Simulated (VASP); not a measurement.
Input of a VASP 6.6.1 run:

POSCAR

```
ZnS
1.0
    0.0000000000      2.7749084084      2.7749084084
    2.7749084084      0.0000000000      2.7749084084
    2.7749084084      2.7749084084      0.0000000000
Zn S
1 1
Direct
    0.0000000000      0.0000000000      0.0000000000
    0.2500000000      0.2500000000      0.2500000000
```

Contents of INCAR.step1:

```
SYSTEM = ZnS
  PREC = Accurate
  ENCUT = 520
  EDIFF = 1E-5
  ISMEAR = 0
  SIGMA = 0.01
  LREAL = .False.
  LASPH = .True.
  NELM = 100
  ALGO = Normal
  ISIF = 2
  LWAVE = .True.
  LCHARG = .False.
  GGA = PE
  NBANDS = 16
```

Contents of INCAR.step2:

```
SYSTEM = ZnS
  PREC = Accurate
  ENCUT = 520
  EDIFF = 1E-6
  ISMEAR = 0
  SIGMA = 0.01
  LREAL = .False.
  LASPH = .True.
  NELM = 100
  ALGO = Normal
  ISIF = 2
  LWAVE = .False.
  LCHARG = .False.
  GGA = PE
  LHFCALC = .True.
  HFSCREEN = 0.2079
  PRECFOCK = Normal
  ISTART = 1
  NBANDS = 16
```

File KPOINTS:

```
regular mesh
0
Gamma
  6 6 6
  0 0 0
```

Potentials or basis: VASP PAW PBE potentials, release 64 (Zn, S).

Command:

```sh
$ cat potpaw_PBE.64/Zn/POTCAR potpaw_PBE.64/S/POTCAR > POTCAR
$ cp INCAR.step1 INCAR
$ mpirun -np 1 vasp_std > vasp.out
$ cp INCAR.step2 INCAR
$ mpirun -np 1 vasp_std > vasp.out
```

(1) What does it give for the band gap on the k mesh?

(2) Estimate the pressure.

Results:

(1) 2.95 eV.

(2) -4.4 GPa.

Caveat: the cell differs from its parent crystal (strain +3.0%); the cell stands under tension; the PAW data sets were made with another functional, which shifts forces and pressure a little.
